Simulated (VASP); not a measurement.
# Si (Fd-3m) in VASP: a series of runs

Si is run at these levels: r2SCAN, LDA; tasks: single point.

Program: VASP 6.6.1. These are calculated values, not measurements. Logs are shortened: lines on timing, memory, paths and dates and some standing lists are left out, and cuts for length are marked.

**1. The cell of the first run**

The structure is cubic, space group Fd-3m (No. 227). Conventional cell: a = 5.333 Å, b = 5.333 Å, c = 5.333 Å, α = 90.00°, β = 90.00°, γ = 90.00°. Within 3.1 Å of Si (site symmetry -43m) lie 4 Si at 2.31 Å.

**2. Single point, r2SCAN (18.95 Å³/atom)**

Input file POSCAR:

```
Si
1.0
    0.0000000000      2.6662876123      2.6662876123
    2.6662876123      0.0000000000      2.6662876123
    2.6662876123      2.6662876123      0.0000000000
Si
2
Direct
    0.5000000000      0.5000000000      0.5000000000
    0.7500000000      0.7500000000      0.7500000000
```

Input file INCAR.step1:

```
SYSTEM = Si
PREC     = Accurate       ! precision mode
ENCUT    = 550            ! plane-wave cutoff, eV
ISMEAR   = -1             ! smearing method
SIGMA    = 0.05           ! smearing width, eV
LREAL    = .FALSE.        ! projectors in reciprocal space
LASPH    = .TRUE.         ! aspherical terms in the spheres
NELM     = 120            ! most SCF steps
NBANDS   = 11             ! bands
GGA      = PE             ! functional
ALGO     = Normal         ! electronic algorithm
EDIFF    = 1E-5           ! SCF threshold, eV
LWAVE    = .TRUE.         ! write WAVECAR
LCHARG   = .FALSE.        ! write CHGCAR
GGA_COMPAT= .FALSE.
```

Input file INCAR.step2:

```
SYSTEM = Si
PREC     = Accurate       ! precision mode
ENCUT    = 550            ! plane-wave cutoff, eV
EDIFF    = 1E-6           ! SCF threshold, eV
ISMEAR   = -1             ! smearing method
SIGMA    = 0.05           ! smearing width, eV
LREAL    = .FALSE.        ! projectors in reciprocal space
LASPH    = .TRUE.         ! aspherical terms in the spheres
NELM     = 120            ! most SCF steps
ALGO     = Normal         ! electronic algorithm
ISIF     = 2              ! what is computed and relaxed
LWAVE    = .FALSE.        ! write WAVECAR
LCHARG   = .FALSE.        ! write CHGCAR
METAGGA  = R2SCAN         ! meta-GGA
LMIXTAU  = .TRUE.       
NBANDS   = 11             ! bands
ISTART   = 1            
GGA_COMPAT= .FALSE.
```

Input file KPOINTS:

```
regular mesh
0
G
  8 8 8
  0 0 0
```

Potentials or basis: VASP PAW PBE potentials, release 64 (Si).

Command:

```sh
$ cat potpaw_PBE.64/Si/POTCAR > POTCAR
$ cp INCAR.step1 INCAR
$ mpirun -np 1 vasp_std > vasp.out
$ cp INCAR.step2 INCAR
$ mpirun -np 1 vasp_std > vasp.out
```

OUTCAR:

```text
SYSTEM = Si
   PREC = Accurate
   ENCUT = 550
   EDIFF = 1E-6
   ISMEAR = -1
   LREAL = .FALSE.
   LASPH = .TRUE.
   NELM = 120
   ISIF = 2
   METAGGA = R2SCAN
   ISTART = 1

 ion  position               nearest neighbor table
   1  0.500  0.500  0.500-   2 2.31   2 2.31   2 2.31   2 2.31
   2  0.750  0.750  0.750-   1 2.31   1 2.31   1 2.31   1 2.31

  LATTYP: Found a face centered cubic cell.
 ALAT       =     5.3325752246

  Lattice vectors:

 A1 = (   0.0000000000,   2.6662876123,   2.6662876123)
 A2 = (   2.6662876123,   0.0000000000,   2.6662876123)
 A3 = (   2.6662876123,   2.6662876123,   0.0000000000)

Analysis of symmetry for initial positions (statically):
=====================================================================
 Subroutine PRICEL returns:
 Original cell was already a primitive cell.

 Routine SETGRP: Setting up the symmetry group for a
 face centered cubic supercell.

 Subroutine GETGRP returns: Found 48 space group operations
 (whereof 24 operations were pure point group operations)
 out of a pool of 48 trial point group operations.

The static configuration has the point symmetry T_d .
 The point group associated with its full space group is O_h .

Analysis of symmetry for dynamics (positions and initial velocities):
=====================================================================
 Subroutine PRICEL returns:
 Original cell was already a primitive cell.

 Routine SETGRP: Setting up the symmetry group for a
 face centered cubic supercell.

 Subroutine GETGRP returns: Found 48 space group operations
 (whereof 24 operations were pure point group operations)
 out of a pool of 48 trial point group operations.

The dynamic configuration has the point symmetry T_d .
 The point group associated with its full space group is O_h .

 Subroutine INISYM returns: Found 48 space group operations
 (whereof 24 operations are pure point group operations),
 and found     1 'primitive' translations

----------------------------------------------------------------------------------------

                                     Primitive cell

  volume of cell :      37.9098

  direct lattice vectors                    reciprocal lattice vectors
     0.000000000  2.666287612  2.666287612    -0.187526656  0.187526656  0.187526656
     2.666287612  0.000000000  2.666287612     0.187526656 -0.187526656  0.187526656
     2.666287612  2.666287612  0.000000000     0.187526656  0.187526656 -0.187526656

  length of vectors
     3.770700103  3.770700103  3.770700103     0.324805696  0.324805696  0.324805696

  position of ions in fractional coordinates (direct lattice)
     0.500000000  0.500000000  0.500000000
     0.750000000  0.750000000  0.750000000

  ion indices of the primitive-cell ions
   primitive index   ion index
                 1           1
                 2           2

----------------------------------------------------------------------------------------

 KPOINTS: regular mesh

Automatic generation of k-mesh.
 Grid dimensions read from file:
 generate k-points for:    8    8    8

 Generating k-lattice:

  Cartesian coordinates                     Fractional coordinates (reciprocal lattice)
    -0.023440832  0.023440832  0.023440832     0.125000000  0.000000000  0.000000000
     0.023440832 -0.023440832  0.023440832     0.000000000  0.125000000  0.000000000
     0.023440832  0.023440832 -0.023440832     0.000000000  0.000000000  0.125000000

  Length of vectors
     0.040600712  0.040600712  0.040600712

  Shift w.r.t. Gamma in fractional coordinates (k-lattice)
     0.000000000  0.000000000  0.000000000

 Subroutine IBZKPT returns following result:
 ===========================================

 Found     29 irreducible k-points:

 Following reciprocal coordinates:
            Coordinates               Weight
  0.000000  0.000000  0.000000      1.000000
  0.125000  0.000000  0.000000      8.000000
  0.250000  0.000000  0.000000      8.000000
  0.375000  0.000000  0.000000      8.000000
  0.500000  0.000000  0.000000      4.000000
  0.125000  0.125000  0.000000      6.000000
[... 16 lines left out ...]
  0.500000  0.250000  0.125000     48.000000
 -0.375000  0.250000  0.125000     24.000000
 [... further k-points ...]
   k-points           NKPTS =     29   k-points in BZ     NKDIM =     29   number of bands    NBANDS=     11
   number of dos      NEDOS =    301   number of ions     NIONS =      2
   total plane-waves  NPLWV =  27000
   dimension x,y,z NGX =    30 NGY =   30 NGZ =   30
   dimension x,y,z NGXF=    60 NGYF=   60 NGZF=   60
   ions per type =               2
   NGX,Y,Z   is equivalent  to a cutoff of  13.23, 13.23, 13.23 a.u.
   NGXF,Y,Z  is equivalent  to a cutoff of  26.45, 26.45, 26.45 a.u.
 SYSTEM =  Si
   PREC   = accura    normal or accurate (medium, high low for compatibility)
   ISTART =      1    job   : 0-new  1-cont  2-samecut
   ICHARG =      0    charge: 1-file 2-atom 10-const
   ISPIN  =      1    spin polarized calculation?
   LNONCOLLINEAR =      F non collinear calculations
   LSORBIT =      F    spin-orbit coupling
   LASPH  =      T    aspherical Exc in radial PAW
   ENCUT  =  550.0 eV  40.42 Ry    6.36 a.u.   7.21  7.21  7.21*2*pi/ulx,y,z
   NELM   =    120;   NELMIN=  2; NELMDL=  0     # of ELM steps
   EDIFF  = 0.1E-05   stopping-criterion for ELM
   LREAL  =      F    real-space projection
   EDIFFG = 0.1E-04   stopping-criterion for IOM
   NSW    =      0    number of steps for IOM
   IBRION =     -1    ionic relax: 0-MD 1-quasi-New 2-CG
   NFREE  =      0    steps in history (QN), initial steepest desc. (CG)
   ISIF   =      2    stress and relaxation
   ISYM   =      2    0-nonsym 1-usesym 2-fastsym
   POTIM  = 0.5000    time-step for ionic-motion
   TEBEG  =    0.0;   TEEND  =   0.0 temperature during run
   PSTRESS=    0.0 pullay stress
   NELECT =       8.0000    total number of electrons
   NUPDOWN=      -1.0000    fix difference up-down
   EMIN   =  10.00;   EMAX   =-10.00  energy-range for DOS
   EFERMI =   0.00;   METHOD = LEGACY
   ISMEAR =    -1;   SIGMA  =   0.05  broadening in eV -4-tet -1-fermi 0-gaus
   EFERMI_NEDOS =   21; number of points for ismear=-14 and -15
   IALGO  =     38    algorithm
   IMIX   =      4    mixing-type and parameters
     AMIX     =   0.40;   BMIX     =  1.00
     AMIX_MAG =   1.60;   BMIX_MAG =  1.00
  volume/ion in A,a.u.               =      18.95       127.91
  Fermi-wavevector in a.u.,A,eV,Ry     =   0.974663  1.841846 12.925100  0.949968
  Thomas-Fermi vector in A             =   2.105141
   LORBIT       =      0    0 simple, 1 ext, 2 COOP (PROOUT), +10 PAW based schemes
   METAGGA = R2SCAN    functional components
   LHFCALC =     F    Hartree Fock is set to
   AEXX    =    0.0000 exact exchange contribution
   IVDW    =     0    specifies the selected vdW correction
   LEPSILON=     F    determine dielectric tensor
   LRPA    =     F    only Hartree local field effects (RPA)
 non-spin polarized calculation
  energy-cutoff  :      550.00
  volume of cell :       37.91
 maximum number of plane-waves:      1124
 NGX is ok and might be reduce to    30
   NGX = 15   NGY = 15   NGZ = 15

 number of electron       7.9999999 magnetization

 Free energy of the ion-electron system (eV)
  ---------------------------------------------------
  ext. energy  EPLUGINS =         0.00000000
  ---------------------------------------------------
  free energy    TOTEN  =       -17.50129494 eV

  energy without entropy =      -17.50128391  energy(sigma->0) =      -17.50128942

 E-fermi :   6.6515     XC(G=0): -10.0742

 val. band max:        6.3108276851   @ k =   0.0000   0.0000   0.0000
 cond. band min:       7.0349034190   @ k =   0.3750   0.3750   0.0000
 fundamental gap:      0.7240757339
 Fermi energy:         6.6514922282

 k-point     1 :       0.0000    0.0000    0.0000
  band No.  band energies     occupation
      1      -6.6151      2.00000
      2       6.3108      1.99780
      3       6.3108      1.99780
      4       6.3108      1.99780
      5       9.0921      0.00000
      6       9.0921      0.00000
      7       9.0921      0.00000
      8      10.9900      0.00000
      9      14.4591      0.00000
     10      14.4591      0.00000
     11      15.2758      0.00000

 k-point     2 :       0.1250    0.0000    0.0000
  band No.  band energies     occupation
      1      -6.3901      2.00000
      2       4.6458      2.00000
      3       5.9888      2.00000
      4       5.9888      2.00000
      5       9.2496      0.00000
      6       9.5657      0.00000
      7       9.5657      0.00000
      8      12.1797      0.00000
      9      13.9593      0.00000
     10      13.9593      0.00000
     11      16.0937      0.00000

 k-point     3 :       0.2500    0.0000    0.0000
  band No.  band energies     occupation
      1      -5.7323      2.00000
      2       2.1255      2.00000
      3       5.4687      2.00000
      4       5.4687      2.00000
      5       8.8767      0.00000
      6      10.1138      0.00000
      7      10.1138      0.00000
      8      13.9593      0.00000
      9      13.9593      0.00000
     10      14.3662      0.00000
     11      16.2504      0.00000

 k-point     4 :       0.3750    0.0000    0.0000
  band No.  band energies     occupation
      1      -4.7388      2.00000
      2      -0.0921      2.00000
      3       5.1097      2.00000
      4       5.1097      2.00000
      5       8.5319      0.00000
      6      10.0048      0.00000
      7      10.0048      0.00000
      8      14.9478      0.00000
      9      15.5360      0.00000
     10      15.5360      0.00000
     11      17.3368      0.00000

 k-point     5 :       0.5000    0.0000    0.0000
  band No.  band energies     occupation
      1      -4.0156      2.00000
      2      -1.2343      2.00000
      3       4.9873      2.00000
      4       4.9873      2.00000
      5       8.4072      0.00000
      6       9.8672      0.00000
      7       9.8672      0.00000
      8      14.7443      0.00000
      9      17.6208      0.00000
     10      17.6208      0.00000
     11      18.7550      0.00000
[... 211 lines left out ...]
 k-point    21 :       0.5000    0.5000    0.0000
  band No.  band energies     occupation
      1      -2.0377      2.00000
      2      -2.0377      2.00000
      3       3.1456      2.00000
      4       3.1456      2.00000
      5       7.1205      0.00017
      6       7.1205      0.00017
      7      17.7041      0.00000
      8      17.7041      0.00000
      9      18.1158      0.00000
     10      18.1158      0.00000
     11      19.7597      0.00000

 k-point    22 :       0.3750    0.2500    0.1250
  band No.  band energies     occupation
      1      -5.1476      2.00000
      2       1.8102      2.00000
      3       3.3183      2.00000
      4       4.7419      2.00000
      5       9.0207      0.00000
      6      10.7222      0.00000
      7      10.8719      0.00000
      8      12.3766      0.00000
      9      14.8431      0.00000
     10      17.7537      0.00000
     11      18.5703      0.00000

 k-point    23 :       0.5000    0.2500    0.1250
  band No.  band energies     occupation
      1      -4.1603      2.00000
      2       0.0843      2.00000
      3       2.6842      2.00000
      4       4.1748      2.00000
      5       9.4961      0.00000
      6      10.2538      0.00000
      7      11.8467      0.00000
      8      12.8432      0.00000
      9      16.1886      0.00000
     10      17.0310      0.00000
     11      19.3635      0.00000

 k-point    24 :      -0.3750    0.2500    0.1250
  band No.  band energies     occupation
      1      -3.4224      2.00000
      2      -0.9827      2.00000
      3       2.5615      2.00000
      4       3.9131      2.00000
      5       9.6789      0.00000
      6       9.8198      0.00000
      7      12.8173      0.00000
      8      14.0931      0.00000
      9      14.4998      0.00000
     10      17.7798      0.00000
     11      19.2213      0.00000

 [... further k-points ...]
[... 5 lines left out ...]
  --------------------------------------------------------------------------------------
  -------------------------------------------------------------------------------------
  Total        1.5643534      1.5643534      1.5643534      0.0000000      0.0000000      0.0000000
  in kB       66.1141561     66.1141561     66.1141561      0.0000000      0.0000000      0.0000000
  external PRESSURE =      66.1141561 kB  Pullay stress =       0.0000000 kB

 VOLUME and BASIS-vectors are now :
 -----------------------------------------------------------------------------
  energy-cutoff  :      550.00
  volume of cell :       37.91
      direct lattice vectors                 reciprocal lattice vectors
     0.000000000  2.666287612  2.666287612    -0.187526656  0.187526656  0.187526656
     2.666287612  0.000000000  2.666287612     0.187526656 -0.187526656  0.187526656
     2.666287612  2.666287612  0.000000000     0.187526656  0.187526656 -0.187526656

 POSITION                                       TOTAL-FORCE (eV/Angst)
 -----------------------------------------------------------------------------------
      2.66629      2.66629      2.66629         0.000000      0.000000      0.000000
      3.99943      3.99943      3.99943        -0.000000     -0.000000     -0.000000
 -----------------------------------------------------------------------------------
    total drift:                                0.000000     -0.000000     -0.000000

  FREE ENERGIE OF THE ION-ELECTRON SYSTEM (eV)
  ---------------------------------------------------
  free  energy   TOTEN  =       -17.5012949413 eV

  energy  without entropy=      -17.5012839057  energy(sigma->0) =      -17.50128942
```

Run time: 56 s. Hardware: 1 thread of Intel Xeon Platinum 8559C (Emerald Rapids), shared host; peak memory 0.16 GiB.

Results:

| Item | Value |
| --- | --- |
| Free energy | -17.5013 eV |
| Pressure | 6.6 GPa |
| Band gap on the k mesh | 0.72 eV (least direct gap 2.78 eV) |

Caveat: the cell stands under pressure; the PAW data sets were made with another functional, which shifts forces and pressure a little.

**3. Single point, LDA**

This run uses another cell than the first one, of 20.16 Å³/atom.

Input file INCAR:

```
GGA = CA
ISMEAR = 0
SIGMA = 0.03
LWAVE = F
LCHARG = F
ISIF = 2
PREC = Accurate
LASPH = T
LREAL = F
ALGO = Normal
EDIFF = 1E-6
NELM = 120
GGA_COMPAT = F
ENCUT = 400
EFERMI = MIDGAP
```

Input file KPOINTS:

```
k-points
0
Gamma
  8 8 8
```

Input file POSCAR:

```
Si
1.0
    0.0000000000      2.7218511865      2.7218511865
    2.7218511865      0.0000000000      2.7218511865
    2.7218511865      2.7218511865      0.0000000000
Si
2
Direct
    0.5000000000      0.5000000000      0.5000000000
    0.7500000000      0.7500000000      0.7500000000
```

Potentials or basis: VASP PAW LDA potentials, release 64 (Si).

Command:

```sh
$ cat potpaw_LDA.64/Si/POTCAR > POTCAR
$ mpirun -np 1 vasp_std > vasp.out
```

Run time: 4.6 s. Hardware: 1 thread of AMD EPYC 9R45 (Zen 5), shared host; peak memory 0.1 GiB.

The run converged. Its results:

```yaml
Free_energy: -11.9093 eV
Pressure: -2.1 GPa
Band_gap_on_the_k_mesh: 0.53 eV (least direct gap 2.52 eV)
```

Levels at points of the mesh, in eV from the valence-band top:
```csv
k point,band 2,band 3,band 4,band 5,band 6,band 7
"(0.00, 0.00, 0.00)",0.00,0.00,0.00,2.52,2.52,2.52
"(0.50, 0.00, 0.00)",-6.96,-1.19,-1.19,1.40,3.29,3.29
"(0.50, 0.50, 0.00)",-7.79,-2.83,-2.83,0.62,0.62,9.92
```

A k mesh can miss the band edges.
